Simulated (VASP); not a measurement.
# TiS2: vibrations by perturbation theory with PBE

TiS2:

```
Ti S
1.0
     3.40985    0.00000    0.00000
    -1.70492    2.95301    0.00000
     0.00000    0.00000    6.57408
Ti S
1 2
Direct
  0.00000 0.00000 0.00000
  0.33333 0.66667 0.21658
  0.66667 0.33333 0.78342
```

```
Program                : VASP 6.6.1
Task                   : vibrations by perturbation theory
Functional             : PBE
Potentials or basis    : VASP PAW PBE potentials, release 64 (Ti_sv, S)
Cutoff                 : 500 eV
k mesh                 : 18 × 18 × 8
Occupations            : fermi-dirac, width 0.15 eV
Spin                   : no spin polarisation
Dipole correction      : no
Further INCAR settings : ALGO = Normal; EDIFF = 1e-08; IBRION = 8; NSW = 1
```

```yaml
Highest_phonon_frequency_at_Γ_LO-TO_splitting_left_out: 361 cm⁻¹
```

Phonon frequencies in cm⁻¹ (negative: imaginary):
| q point | frequencies |
| --- | --- |
| (0.000, 0.000, 0.000) | 0 0 0 144 144 233 233 319 361 |

It took 17 min on 4 MPI ranks on Intel(R) Xeon(R) Platinum 8488C (Sapphire Rapids), on a shared host, peak memory 2.4 GiB a rank.
